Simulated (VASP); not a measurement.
Ca: single point with PBEsol

The system is Ca.

```
CELL_PARAMETERS angstrom
3.48866 0.00000 0.00000
0.00000 3.48866 0.00000
0.00000 0.00000 3.48866
ATOMIC_POSITIONS crystal
Ca 0.00000 0.00000 0.00000
```

| Property | Result |
| --- | --- |
| Program | VASP 6.6.1 |
| Task | single point |
| Functional | PBEsol |
| Potentials or basis | VASP PAW PBE potentials, release 64 (Ca_sv) |
| Cutoff | 520 eV |
| k mesh | 7 × 7 × 7 |
| Occupations | fermi-dirac, width 0.05 eV |
| Spin | no spin polarisation |
| Dipole correction | no |
| Further INCAR settings | ALGO = Normal; EDIFF = 1e-06; NBANDS = 11 |

```yaml
Pressure: -0.2 GPa
Band_gap_on_the_k_mesh: zero (band 5 reaches 2.26 eV, above the bottom of band 6 at 1.68 eV)
```

Levels at points of the mesh, in eV from the Fermi level:
```csv
k point,band 1,band 2,band 3,band 4,band 5,band 6,band 7,band 8,band 9,band 10
"(0.00, 0.00, 0.00)",-42.05,-23.01,-23.01,-23.01,-3.93,0.76,0.76,4.10,4.10,4.10
```

Run time: 8 s on 1 thread of Intel(R) Xeon(R) Platinum 8259CL CPU @ 2.50GHz (Skylake/Cascade Lake) (shared host), peak memory 0.15 GiB.

Caveat: the PAW data sets were made with another functional, which shifts forces and pressure a little.
